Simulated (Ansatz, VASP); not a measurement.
Two plane-wave programs on Al12HO

File INCAR:

```
SYSTEM = Al12HO
PREC = Accurate ; ENCUT = 520
EDIFF = 1E-7 ; ISMEAR = 0
SIGMA = 0.1 ; LREAL = .False.
LASPH = .True. ; NELM = 150
ALGO = Normal ; ISIF = 2
LWAVE = .False. ; LCHARG = .True.
ISPIN = 2 ; MAGMOM = 0 0 0 0 0 0 0 0 0 0 0 0 1 0
LORBIT = 11 ; LDIPOL = .True.
IDIPOL = 3 ; DIPOL = 0.5 0.5 0.291
GGA = PE ; LELF = .True.
LVHAR = .True. ; LVACPOTAV = .True.
NBANDS = 38
```

The input KPOINTS:

```
regular mesh
0
Gamma
  5 5 1
  0 0 0
```

Contents of POSCAR:

```
Al12HO
1.0
    5.7143028096      0.0000000000      0.0000000000
    0.0000000000      5.7143028096      0.0000000000
    0.0000000000      0.0000000000     22.1750227687
Al O H
12 1 1
Direct
    0.2500000000      0.2500000000      0.1803831293
    0.2500000000      0.7500000000      0.1803831293
    0.7500000000      0.2500000000      0.1803831293
    0.7500000000      0.7500000000      0.1803831293
    0.0000000000      0.0000000000      0.2744094920
    0.0000000000      0.5000000000      0.2744094920
    0.5000000000      0.0000000000      0.2744094920
    0.5000000000      0.5000000000      0.2744094920
    0.2500000000      0.2500000000      0.3686590473
    0.2500000000      0.7500000000      0.3686590473
    0.7500000000      0.2500000000      0.3686590473
    0.7500000000      0.7500000000      0.3686590473
    0.5000000000      0.5000000000      0.3659533004
    0.5320271270      0.5320271270      0.4095124812
```

Input for Ansatz:

```yaml
crystal:
  lattice:
    - [5.7143028096, 0.0, 0.0]
    - [0.0, 5.7143028096, 0.0]
    - [0.0, 0.0, 22.1750227687]
  atoms:
    - { symbol: Al, position: [0.25, 0.25, 0.1803831293] }
    - { symbol: Al, position: [0.25, 0.75, 0.1803831293] }
    - { symbol: Al, position: [0.75, 0.25, 0.1803831293] }
    - { symbol: Al, position: [0.75, 0.75, 0.1803831293] }
    - { symbol: Al, position: [0.0, 0.0, 0.274409492] }
    - { symbol: Al, position: [0.0, 0.5, 0.274409492] }
    - { symbol: Al, position: [0.5, 0.0, 0.274409492] }
    - { symbol: Al, position: [0.5, 0.5, 0.274409492] }
    - { symbol: Al, position: [0.25, 0.25, 0.3686590473] }
    - { symbol: Al, position: [0.25, 0.75, 0.3686590473] }
    - { symbol: Al, position: [0.75, 0.25, 0.3686590473] }
    - { symbol: Al, position: [0.75, 0.75, 0.3686590473] }
    - { symbol: O, position: [0.5, 0.5, 0.3659533004], spin: 1.0 }
    - { symbol: H, position: [0.532027127, 0.532027127, 0.4095124812] }
basis:
  ecutwfc: 420
kpoints:
  mp_grid: { grid: [5, 5, 1] }
hamiltonian:
  xc: pbe
scf:
  occupations: { method: gaussian, width: 0.1 }
output:
  forces: true
  eigenvalues: true
  populations: true
magnetization:
  spin_polarized: true
efield:
  axis: 3
  dipole_correction: true
  ramp_width: 0.04
```

Alike in both runs: task single point; functional PBE; k mesh 5 × 5 × 1; occupations gaussian, width 0.1 eV; collinear spin.

|  | VASP | Ansatz |
| --- | --- | --- |
| version | VASP 6.6.1 | Ansatz 0.2.0 |
| potentials or method | VASP PAW PBE potentials, release 64 (Al, O, H), cutoff 520 eV | scalar-relativistic, plane waves, PAW |
| valence electrons in the cell | 43 | 43 |

```csv
,VASP,Ansatz,Ansatz less VASP
gap on the k mesh at the Fermi level (eV),none,none,-
rms of the force components (eV/Å),0.923,0.925,+0.0020
net moment per atom (μB),0.00,0.00,0.000
"work function, face that differs most (eV)",4.41,4.41,-0.003
```

Atom by atom the forces differ by 0.026 eV/Å (rms over components). A gap of «none» marks a metal or a gap that the smearing closes. Ansatz's warnings: seeded moment not kept.
